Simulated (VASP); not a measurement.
# Se (P3_121) in VASP: further runs, part 2 of 2

VASP 6.6.1. Earlier steps stand in the parts before.

### Step 3. Single point, PBE (26.99 Å³/atom)

This run uses another cell than the first one, of 26.99 Å³/atom.

Input file INCAR:

```
PREC     = Accurate       # precision mode
ENCUT    = 520            # plane-wave cutoff, eV
EDIFF    = 1E-6           # SCF threshold, eV
ISMEAR   = -1             # smearing method
SIGMA    = 0.03           # smearing width, eV
LREAL    = False          # projectors in reciprocal space
LASPH    = True           # aspherical terms in the spheres
NELM     = 100            # most SCF steps
ALGO     = Normal         # electronic algorithm
ISIF     = 2              # what is computed and relaxed
LWAVE    = False          # write WAVECAR
LCHARG   = False          # write CHGCAR
GGA      = PE             # functional
NBANDS   = 16             # bands
```

Input file KPOINTS:

```
Automatic mesh
0
Gamma
  6 6 5
```

Input file POSCAR:

```
Se
1.0
    4.3515971644      0.0000000000      0.0000000000
   -2.1757985822      3.7685936915      0.0000000000
    0.0000000000      0.0000000000      4.9370326522
Se
3
Direct
    0.2254000000      0.0000000000      0.3333333333
    0.0000000000      0.2254000000      0.6666666667
    0.7746000000      0.7746000000      0.0000000000
```

Potentials or basis: VASP PAW PBE potentials, release 64 (Se).

Run with:

```console
> cat potpaw_PBE.64/Se/POTCAR > POTCAR
> mpirun -np 1 vasp_std > vasp.out
```

OUTCAR:

```text
PREC = Accurate
   ENCUT = 520
   EDIFF = 1E-6
   ISMEAR = -1
   LREAL = False
   LASPH = True
   NELM = 100
   ISIF = 2
   GGA = PE

 ion  position               nearest neighbor table
   1  0.225  0.000  0.333-   3 2.37   2 2.37
   2  0.000  0.225  0.667-   3 2.37   1 2.37
   3  0.775  0.775  0.000-   1 2.37   2 2.37

  LATTYP: Found a hexagonal cell.
 ALAT       =     4.3515971644
 C/A-ratio  =     1.1345334749

  Lattice vectors:

 A1 = (   4.3515971644,   0.0000000000,   0.0000000000)
 A2 = (  -2.1757985822,   3.7685936915,   0.0000000000)
 A3 = (   0.0000000000,   0.0000000000,   4.9370326522)

Analysis of symmetry for initial positions (statically):
=====================================================================
 Subroutine PRICEL returns:
 Original cell was already a primitive cell.

 Routine SETGRP: Setting up the symmetry group for a
 hexagonal supercell.

 Subroutine GETGRP returns: Found  6 space group operations
 (whereof  2 operations were pure point group operations)
 out of a pool of 24 trial point group operations.

The static configuration has the point symmetry C_2 .
 The point group associated with its full space group is D_3 .

Analysis of symmetry for dynamics (positions and initial velocities):
=====================================================================
 Subroutine PRICEL returns:
 Original cell was already a primitive cell.

 Routine SETGRP: Setting up the symmetry group for a
 hexagonal supercell.

 Subroutine GETGRP returns: Found  6 space group operations
 (whereof  2 operations were pure point group operations)
 out of a pool of 24 trial point group operations.

The dynamic configuration has the point symmetry C_2 .
 The point group associated with its full space group is D_3 .

 Subroutine INISYM returns: Found  6 space group operations
 (whereof  2 operations are pure point group operations),
 and found     1 'primitive' translations

[... 117 lines left out ...]
  volume/ion in A,a.u.               =      26.99       182.12
  Fermi-wavevector in a.u.,A,eV,Ry     =   0.991747  1.874131 13.382181  0.983563
  Thomas-Fermi vector in A             =   2.123510
   LORBIT       =      0    0 simple, 1 ext, 2 COOP (PROOUT), +10 PAW based schemes
   GGA     = PE    functional components
   LHFCALC =     F    Hartree Fock is set to
   AEXX    =    0.0000 exact exchange contribution
   IVDW    =     0    specifies the selected vdW correction
   LEPSILON=     F    determine dielectric tensor
   LRPA    =     F    only Hartree local field effects (RPA)
 non-spin polarized calculation
  energy-cutoff  :      520.00
  volume of cell :       80.96
 maximum number of plane-waves:      2198
   NGX = 17   NGY = 17   NGZ = 19

 number of electron      18.0000001 magnetization

 Free energy of the ion-electron system (eV)
  ---------------------------------------------------
  ext. energy  EPLUGINS =         0.00000000
  ---------------------------------------------------
  free energy    TOTEN  =       -10.45330147 eV

  energy without entropy =      -10.45330147  energy(sigma->0) =      -10.45330147

 E-fermi :   3.3913     XC(G=0):  -8.8861

 val. band max:        2.6772623350   @ k =  -0.1667   0.5000   0.4000
 cond. band min:       3.9832569936   @ k =   0.0000   0.0000   0.4000
 fundamental gap:      1.3059946586
 Fermi energy:         3.3912578374

 k-point     1 :       0.0000    0.0000    0.0000
  band No.  band energies     occupation
      1     -13.1555      2.00000
      2      -8.9752      2.00000
      3      -8.9752      2.00000
      4      -1.0851      2.00000
      5      -1.0851      2.00000
      6      -1.0280      2.00000
[... 433 lines left out ...]
      3      -7.4474      2.00000
      4      -2.6227      2.00000
      5      -1.7260      2.00000
      6      -1.1188      2.00000
[... 8 lines left out ...]
     15      10.7611      0.00000
     16      11.1369      0.00000

 [... further k-points ...]

------------------------ aborting loop because EDIFF is reached ----------------------------------------

  FORCE on cell =-STRESS in cart. coord.  units (eV):
  Direction    XX          YY          ZZ          XY          YZ          ZX
  --------------------------------------------------------------------------------------
  -------------------------------------------------------------------------------------
  Total        1.4308856      1.4308856      2.5264944      0.0000000      0.0000000      0.0000000
  in kB       28.3153216     28.3153216     49.9959617      0.0000000      0.0000000      0.0000000
  external PRESSURE =      35.5422017 kB  Pullay stress =       0.0000000 kB

 VOLUME and BASIS-vectors are now :
 -----------------------------------------------------------------------------
  energy-cutoff  :      520.00
  volume of cell :       80.96
      direct lattice vectors                 reciprocal lattice vectors
     4.351597164  0.000000000  0.000000000     0.229800683  0.132675486  0.000000000
    -2.175798582  3.768593692  0.000000000     0.000000000  0.265350972  0.000000000
     0.000000000  0.000000000  4.937032652     0.000000000  0.000000000  0.202550818

 POSITION                                       TOTAL-FORCE (eV/Angst)
 -----------------------------------------------------------------------------------
      0.98085      0.00000      1.64568         0.540259     -0.000000      0.000000
     -0.49043      0.84944      3.29136        -0.270130      0.467878     -0.000000
      1.68537      2.91915      0.00000        -0.270130     -0.467878     -0.000000
 -----------------------------------------------------------------------------------
    total drift:                               -0.000000     -0.000000      0.000000

  FREE ENERGIE OF THE ION-ELECTRON SYSTEM (eV)
  ---------------------------------------------------
  free  energy   TOTEN  =       -10.4533014671 eV

  energy  without entropy=      -10.4533014670  energy(sigma->0) =      -10.45330147
```

OSZICAR:

```text
N       E                     dE             d eps       ncg     rms          rms(c)
DAV:   1     0.818054440141E+02    0.81805E+02   -0.72013E+03   864   0.935E+02
DAV:   2    -0.521242532544E+01   -0.87018E+02   -0.82019E+02  1152   0.153E+02
DAV:   3    -0.104948847635E+02   -0.52825E+01   -0.52619E+01  1088   0.434E+01
DAV:   4    -0.105314964209E+02   -0.36612E-01   -0.36608E-01  1160   0.423E+00
DAV:   5    -0.105317577148E+02   -0.26129E-03   -0.26129E-03  1088   0.354E-01    0.715E+00
DAV:   6    -0.104736893254E+02    0.58068E-01   -0.34692E-02  1120   0.117E+00    0.442E+00
DAV:   7    -0.104538078399E+02    0.19881E-01   -0.71865E-02  1000   0.165E+00    0.201E-01
DAV:   8    -0.104531471959E+02    0.66064E-03   -0.84396E-03  1032   0.565E-01    0.102E-01
DAV:   9    -0.104532526489E+02   -0.10545E-03   -0.28745E-04  1176   0.108E-01    0.343E-02
DAV:  10    -0.104532981706E+02   -0.45522E-04   -0.48569E-05  1016   0.469E-02    0.657E-03
DAV:  11    -0.104533015414E+02   -0.33708E-05   -0.76159E-06  1176   0.167E-02    0.373E-03
DAV:  12    -0.104533014671E+02    0.74346E-07   -0.15052E-06   840   0.797E-03
   1 F= -.10453301E+02 E0= -.10453301E+02  d E =-.439273E-10
```

stdout:

```text
POSCAR found type information on POSCAR Se
 POSCAR found :  1 types and       3 ions
 scaLAPACK will be used
 LDA part: xc-table for (Slater+PW92), standard interpolation
 POSCAR, INCAR and KPOINTS ok, starting setup
 FFT: planning ... GRIDC
 FFT: planning ... GRID_SOFT
 FFT: planning ... GRID
 WAVECAR not read
 entering main loop
```

It took 10 s on 1 thread of Intel Xeon 6975P-C (Granite Rapids), shared host; peak memory 0.19 GiB.

Results:

* Free energy: -10.4533 eV
* Pressure: 3.6 GPa
* Largest force: 0.540 eV/Å
* Band gap on the k mesh: 1.31 eV (least direct gap 1.53 eV)

Forces on the atoms (eV/Å):
```
Se   0.540  0.000  0.000
Se  -0.270  0.468  0.000
Se  -0.270 -0.468  0.000
```

Stress tensor (GPa, compression positive):
```
2.83 0.00 0.00
0.00 2.83 0.00
0.00 0.00 5.00
```

Caveat: the cell stands under pressure; an odd mesh through Γ misses points on the zone boundary, where band edges can lie.

### Step 4. Single point, PBE (27.81 Å³/atom)

This run uses another cell than the first one, of 27.81 Å³/atom.

Input file INCAR:

```
SYSTEM = Se
  PREC = Accurate
  ENCUT = 520
  EDIFF = 1E-6
  ISMEAR = -1
  SIGMA = 0.03
  LREAL = .False.
  LASPH = .True.
  NELM = 80
  ALGO = Normal
  ISIF = 2
  LWAVE = .False.
  LCHARG = .False.
  GGA = PE
  NBANDS = 16
```

Input file KPOINTS:

```
regular mesh
0
Gamma
  6 6 5
  0 0 0
```

Input file POSCAR:

```
Se
1.0
    4.3951160230      0.0000000000      0.0000000000
   -2.1975580116      3.8062821286      0.0000000000
    0.0000000000      0.0000000000      4.9864062541
Se
3
Direct
    0.2254000000      0.0000000000      0.3333333333
    0.0000000000      0.2254000000      0.6666666667
    0.7746000000      0.7746000000      0.0000000000
```

Run with:

```console
> cat potpaw_PBE.64/Se/POTCAR > POTCAR
> mpirun -np 1 vasp_std > vasp.out
```

Wall time 12 s (1 thread of Intel Xeon 6975P-C (Granite Rapids), shared host); peak memory 0.22 GiB.

Results (log left out):

| Property | Result |
| --- | --- |
| Free energy | -10.4934 eV |
| Pressure | 1.7 GPa |
| Largest force | 0.227 eV/Å |
| Band gap on the k mesh | 1.32 eV (least direct gap 1.47 eV) |

Forces on the atoms (eV/Å):
```
Se   0.227  0.000  0.000
Se  -0.114  0.197  0.000
Se  -0.114 -0.197  0.000
```

Stress tensor (GPa, compression positive):
```
1.34 0.00 0.00
0.00 1.34 0.00
0.00 0.00 2.49
```

Levels at points of the mesh, in eV from the valence-band top:
```
           k point  band 6  band 7  band 8  band 9  band 10  band 11  band 12  band 13
(0.00, 0.00, 0.00)   -3.56   -1.87   -1.87   -0.29     1.96     1.96     2.27     6.23
(0.50, 0.00, 0.00)   -3.25   -2.72   -1.63   -0.86     2.02     2.41     4.12     5.44
```

Caveat: an odd mesh through Γ misses points on the zone boundary, where band edges can lie.

### Step 5. Overview

```csv
cell,gap on the mesh (eV),pressure (GPa),largest force (eV/Å)
"a = 4.307, b = 4.307, c = 4.887 Å, angles 90.0, 90.0, 120.0°, 3 atoms",1.29,5.7,0.89
"a = 4.352, b = 4.352, c = 4.937 Å, angles 90.0, 90.0, 120.0°, 3 atoms",1.31,3.6,0.54
"a = 4.395, b = 4.395, c = 4.986 Å, angles 90.0, 90.0, 120.0°, 3 atoms",1.32,1.7,0.23
```

Alike in all rows: task single point; level PBE; potentials or basis VASP PAW PBE potentials, release 64 (Se); no spin polarisation; k mesh 6 × 6 × 5; cutoff (eV) 520; smearing fermi-dirac 0.03 eV.

Caveats: an odd mesh through Γ misses points on the zone boundary, where band edges can lie; the cell stands under pressure (at least some runs).

Total energies depend on the potentials used, so only differences within one code and one set of settings carry meaning.
